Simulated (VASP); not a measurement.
Write the native input for VASP 6.6.1 that does the following.

| Property | Result |
| --- | --- |
| Task | relaxation of cell and atoms |
| Functional | PBE |
| Potentials or basis | VASP PAW PBE potentials, release 64 (Ge_d, N) |
| Cutoff | 600 eV |
| k mesh | 8 × 8 × 8 |
| Occupations | gaussian, width 0.1 eV |
| Spin | no spin polarisation |
| Dipole correction | no |
| Further INCAR settings | ALGO = Normal; EDIFF = 1e-06; IBRION = 2; EDIFFG = -0.01; NSW = 100; ISIF = 3 |

The structure of Ge4N3 lies in POSCAR:

```
Ge4N3
1.0
    4.5294727680      0.0000000000      0.0000000000
    0.0000000000      4.5294727680      0.0000000000
    0.0000000000      0.0000000000      4.5294727680
Ge N
4 3
Direct
    0.7214644738      0.2785355262      0.2785355262
    0.2785355262      0.7214644738      0.2785355262
    0.2785355262      0.2785355262      0.7214644738
    0.7214644738      0.7214644738      0.7214644738
    0.0000000000      0.0000000000      0.5000000000
    0.5000000000      0.0000000000      0.0000000000
    0.0000000000      0.5000000000      0.0000000000
```

The input as run:

INCAR

```
SYSTEM = Ge4N3
  PREC = Accurate
  ENCUT = 600
  EDIFF = 1E-6
  ISMEAR = 0
  SIGMA = 0.1
  LREAL = .FALSE.
  LASPH = .TRUE.
  NELM = 100
  ALGO = Normal
  ISIF = 3
  LWAVE = .FALSE.
  LCHARG = .FALSE.
  GGA = PE
  IBRION = 2
  NSW = 100
  EDIFFG = -0.01
```

KPOINTS

```
regular mesh
0
G
  8 8 8
  0 0 0
```

Potentials or basis: VASP PAW PBE potentials, release 64 (Ge_d, N).

Command:

```bash
$ cat potpaw_PBE.64/Ge_d/POTCAR potpaw_PBE.64/N/POTCAR > POTCAR
$ mpirun -np 1 vasp_std > vasp.out
```

It gave:

The relaxed volume is 13.30 Å³/atom. The relaxed cell is a = 4.532 Å, b = 4.532 Å, c = 4.532 Å, α = 90.00°, β = 90.00°, γ = 90.00° and the space group after relaxing (to 0.05 Å) is P-43m (No. 215). The energy gained by relaxing is 0.4 meV/atom and the ionic steps are 4. The pressure after relaxing is 0.1 GPa. The largest force after relaxing is 0.006 eV/Å.

It took 3.5 min on 1 thread of AMD EPYC 9R45 96-Core Processor (Zen 5), on a shared host, peak memory 0.26 GiB.
